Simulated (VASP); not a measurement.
A run of VASP 6.6.1 is set up as follows.

File INCAR:

```
SYSTEM = Au
ALGO = Normal
EDIFF = 1E-7
ENCUT = 520
GGA = RP
ISIF = 2
ISMEAR = -1
LASPH = .TRUE.
LCHARG = .FALSE.
LREAL = .FALSE.
LWAVE = .FALSE.
NBANDS = 12
NELM = 100
PREC = Accurate
SIGMA = 0.1
```

KPOINTS

```
k-points
0
G
  15 15 15
  0 0 0
```

POSCAR

```
Au
1.0
   -1.6678293393      1.6678293393      1.6678293393
    1.6678293393     -1.6678293393      1.6678293393
    1.6678293393      1.6678293393     -1.6678293393
Au
1
Direct
    0.0000000000      0.0000000000      0.0000000000
```

Potentials or basis: VASP PAW PBE potentials, release 64 (Au).

Launch:

```bash
$ cat potpaw_PBE.64/Au/POTCAR > POTCAR
$ mpirun -np 1 vasp_std > vasp.out
```

(1) What does it give for the pressure?

Results:

(1) 0.1 GPa.

Caveat: the PAW data sets were made with another functional, which shifts forces and pressure a little.
